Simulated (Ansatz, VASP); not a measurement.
## HfO2: VASP beside Ansatz

File INCAR:

```
SYSTEM = HfO2
ALGO = Normal
EDIFF = 1E-6
ENCUT = 520
GGA = PS
ISIF = 2
ISMEAR = 0
LASPH = .TRUE.
LCHARG = .FALSE.
LREAL = .FALSE.
LWAVE = .FALSE.
NBANDS = 56
NELM = 80
PREC = Accurate
SIGMA = 0.01
```

KPOINTS

```
k-points
0
G
  6 6 6
  0 0 0
```

File POSCAR:

```
HfO2
1.0
    5.2288996088      0.0000000000      0.0000000000
    0.0000000000      5.0179112762      0.0000000000
    0.0000000000      0.0000000000      5.0422344765
Hf O
4 8
Direct
    0.0082243467      0.2543877014      0.2138286630
    0.4917756545      0.2543877014      0.7138286630
    0.5082243467      0.7456122961      0.2138286630
    0.9917756545      0.7456122961      0.7138286630
    0.3176854364      0.0596411540      0.3933397086
    0.1823145648      0.0596411540      0.8933397086
    0.7841763144      0.4482079447      0.5058316284
    0.7158236868      0.4482079447      1.0058316284
    0.2158236868      0.5517920603      1.0058316284
    0.2841763069      0.5517920603      0.5058316284
    0.8176854364      0.9403588435      0.3933397086
    0.6823145648      0.9403588435      0.8933397086
```

Input for Ansatz:

```yaml
crystal:
  lattice:
    - [5.2288996088, 0.0, 0.0]
    - [0.0, 5.0179112762, 0.0]
    - [0.0, 0.0, 5.0422344765]
  atoms:
    - { symbol: Hf, position: [0.0082243467, 0.2543877014, 0.213828663] }
    - { symbol: Hf, position: [0.4917756545, 0.2543877014, 0.713828663] }
    - { symbol: Hf, position: [0.5082243467, 0.7456122961, 0.213828663] }
    - { symbol: Hf, position: [0.9917756545, 0.7456122961, 0.713828663] }
    - { symbol: O, position: [0.3176854364, 0.059641154, 0.3933397086] }
    - { symbol: O, position: [0.1823145648, 0.059641154, 0.8933397086] }
    - { symbol: O, position: [0.7841763144, 0.4482079447, 0.5058316284] }
    - { symbol: O, position: [0.7158236868, 0.4482079447, 1.0058316284] }
    - { symbol: O, position: [0.2158236868, 0.5517920603, 1.0058316284] }
    - { symbol: O, position: [0.2841763069, 0.5517920603, 0.5058316284] }
    - { symbol: O, position: [0.8176854364, 0.9403588435, 0.3933397086] }
    - { symbol: O, position: [0.6823145648, 0.9403588435, 0.8933397086] }
basis:
  ecutwfc: 420
  xc_grid: 2
kpoints:
  mp_grid: { grid: [6, 6, 6] }
hamiltonian:
  xc: pbesol
  pseudopotentials: { kind: paw, azcp: { folder: soft_1 } }
scf:
  occupations: { method: fixed }
output:
  forces: true
  stress: true
  eigenvalues: true
  polarization: {}
```

Change from the starting cell: polar distortion scaled by 0.25.

Alike in both runs: task single point; functional PBEsol; k mesh 6 × 6 × 6; no spin polarisation.

|  | VASP | Ansatz |
| --- | --- | --- |
| version | VASP 6.6.1 | Ansatz 0.2.0 |
| potentials or method | VASP PAW PBE potentials, release 64 (Hf_pv, O), cutoff 520 eV | scalar-relativistic, plane waves, PAW |
| occupations | gaussian, width 0.01 eV | fixed |
| valence electrons in the cell | 88 | 152 |

Ansatz gave:

| Property | Result |
| --- | --- |
| gap on the k mesh at the Fermi level (eV) | 4.01 |
| least direct gap on the mesh (eV) | 4.30 |
| pressure (GPa) | 4.6 |
| traceless stress, the component that is largest in VASP (GPa) | -7.18 |
| rms of the force components (eV/Å) | 0.336 |

Question: What did VASP give for the same quantities?

Answer: gap on the k mesh at the Fermi level (eV): 3.95; least direct gap on the mesh (eV): 4.24; pressure (GPa): 1.1; traceless stress, the component that is largest in VASP (GPa): -7.39; rms of the force components (eV/Å): 0.328.

VASP's potentials were made for PBE, not for PBEsol, and Ansatz warns of the same on its side. Atom by atom the forces differ by 0.014 eV/Å (rms over components). VASP's potentials hold 88 valence electrons a cell and Ansatz's 152, so a difference there can come from the potentials and not from the codes.

Neither program's run includes spin-orbit coupling.
